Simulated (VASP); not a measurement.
## CdS: single point with LDA

CdS:

```
CELL_PARAMETERS angstrom
0.00000 2.68262 2.68262
2.68262 0.00000 2.68262
2.68262 2.68262 0.00000
ATOMIC_POSITIONS crystal
Cd 0.00000 0.00000 0.00000
S 0.50000 0.50000 0.50000
```

```yaml
Program: VASP 6.6.1
Task: single point
Functional: LDA
Potentials_or_basis: VASP PAW LDA potentials, release 64 (Cd, S)
Cutoff: 500 eV
k_mesh: 6 × 6 × 6
Occupations: fermi-dirac, width 0.05 eV
Spin: no spin polarisation
```

The pressure is -0.6 GPa. The band gap on the k mesh is zero (filled and empty bands touch).

Levels at points of the mesh, in eV from the Fermi level:
```tsv
k point	band 6	band 7	band 8	band 9	band 10	band 11	band 12	band 13
(0.00, 0.00, 0.00)	-7.86	-0.97	-0.97	-0.97	0.89	9.11	9.11	9.11
(0.50, 0.00, 0.00)	-7.61	-5.29	-0.07	-0.07	3.19	5.61	5.61	7.05
(0.50, 0.50, 0.00)	-6.72	-4.81	-2.51	-2.51	-0.07	5.77	9.97	11.39
```

Wall time 18 s on 1 thread of AMD EPYC 7R13, on a shared host, peak memory 0.11 GiB.
